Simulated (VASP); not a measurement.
## BeS: single point with r2SCAN

Crystal: BeS.

```
Be S
1.0
     0.00000    2.43431    2.43431
     2.43431    0.00000    2.43431
     2.43431    2.43431    0.00000
Be S
1 1
Direct
  0.00000 0.00000 0.00000
  0.25000 0.25000 0.25000
```

```json
{
 "Program": "VASP 6.6.1",
 "Task": "single point",
 "Functional": "r2SCAN",
 "Potentials or basis": "VASP PAW PBE potentials, release 64 (Be, S)",
 "Cutoff": "520 eV",
 "k mesh": "8 × 8 × 8",
 "Occupations": "fermi-dirac, width 0.02 eV",
 "Spin": "no spin polarisation",
 "Dipole correction": "no",
 "Further INCAR settings": "ALGO = Normal; EDIFF = 1e-06; NBANDS = 11"
}
```

- Pressure: 0.3 GPa
- Band gap on the k mesh: 3.60 eV, indirect (least direct gap 6.26 eV)

Levels at points of the mesh, in eV from the valence-band top:
| k point | band 1 | band 2 | band 3 | band 4 | band 5 | band 6 | band 7 | band 8 |
| --- | --- | --- | --- | --- | --- | --- | --- | --- |
| (0.00, 0.00, 0.00) | -14.22 | 0.00 | 0.00 | 0.00 | 6.26 | 6.26 | 6.26 | 6.58 |
| (0.50, 0.00, 0.00) | -12.57 | -5.88 | -1.04 | -1.04 | 6.06 | 7.14 | 7.14 | 12.00 |
| (0.50, 0.50, 0.00) | -12.01 | -5.13 | -2.67 | -2.67 | 3.60 | 5.39 | 13.77 | 13.77 |

It took 23 s on 1 thread of Intel(R) Xeon(R) 6975P-C (Granite Rapids), with other jobs on the host, peak memory 0.16 GiB.

Caveat: the PAW data sets were made with another functional, which shifts forces and pressure a little. A k mesh can miss the band edges.
